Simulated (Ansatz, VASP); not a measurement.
GaPtC2N2 in VASP and in Ansatz

File INCAR:

```
SYSTEM = GaPtC2N2
  PREC = Accurate
  ENCUT = 600
  EDIFF = 1E-6
  ISMEAR = 0
  SIGMA = 0.1
  LREAL = .False.
  LASPH = .True.
  NELM = 120
  ALGO = Normal
  ISIF = 2
  LWAVE = .False.
  LCHARG = .True.
  GGA = PE
  LELF = .True.
  LVHAR = .True.
  NBANDS = 34
  GGA_COMPAT = .False.
```

File KPOINTS:

```
regular mesh
0
Gamma
  6 6 2
  0 0 0
```

Contents of POSCAR:

```
GaPtC2N2
1.0
    3.8412761000      0.0000000000      0.0000000000
   -1.8257336200      3.4282146800      0.0000000000
   -0.9495218900     -0.7831575400      9.7348861700
Ga Pt C N
1 1 2 2
Direct
    0.5000000000      0.5000000000      0.5000000000
    0.0000000000      0.0000000000      0.0000000000
    0.8110212900      0.8110212900      0.8110212900
    0.1889787100      0.1889787100      0.1889787100
    0.6956821800      0.6956821800      0.6956821800
    0.3043178200      0.3043178200      0.3043178200
```

Input for Ansatz:

```yaml
crystal:
  lattice:
    - [3.8412761, 0.0, 0.0]
    - [-1.82573362, 3.42821468, 0.0]
    - [-0.94952189, -0.78315754, 9.73488617]
  atoms:
    - { symbol: Ga, position: [0.5, 0.5, 0.5] }
    - { symbol: Pt, position: [0.0, 0.0, 0.0] }
    - { symbol: C, position: [0.81102129, 0.81102129, 0.81102129] }
    - { symbol: C, position: [0.18897871, 0.18897871, 0.18897871] }
    - { symbol: "N", position: [0.69568218, 0.69568218, 0.69568218] }
    - { symbol: "N", position: [0.30431782, 0.30431782, 0.30431782] }
basis:
  ecutwfc: 420
kpoints:
  mp_grid: { grid: [6, 6, 2] }
hamiltonian:
  xc: pbe
scf:
  occupations: { method: gaussian, width: 0.1 }
  lower_state_search: "off"
output:
  forces: true
  stress: true
  eigenvalues: true
```

Alike in both runs: task single point; functional PBE; k mesh 6 × 6 × 2; occupations gaussian, width 0.1 eV; no spin polarisation.

```csv
,VASP,Ansatz
version,VASP 6.6.1,Ansatz 0.2.0
potentials or method,"VASP PAW PBE potentials, release 64 (Ga_d, Pt_sv_GW, C, N), cutoff 600 eV","scalar-relativistic, plane waves, PAW"
valence electrons in the cell,49,49
```

|  | VASP | Ansatz | Ansatz less VASP |
| --- | --- | --- | --- |
| gap on the k mesh at the Fermi level (eV) | none | none | - |
| rms of the force components (eV/Å) | 0.682 | 0.522 | -0.1600 |

Atom by atom the forces differ by 0.160 eV/Å (rms over components). A gap of «none» marks a metal or a gap that the smearing closes. With one functional, cell and mesh, what is left measures potentials, basis and numerics.

Spin-orbit coupling is off throughout. Noted on VASP's run: the standard files for N, O and F lose accuracy on very short bonds.
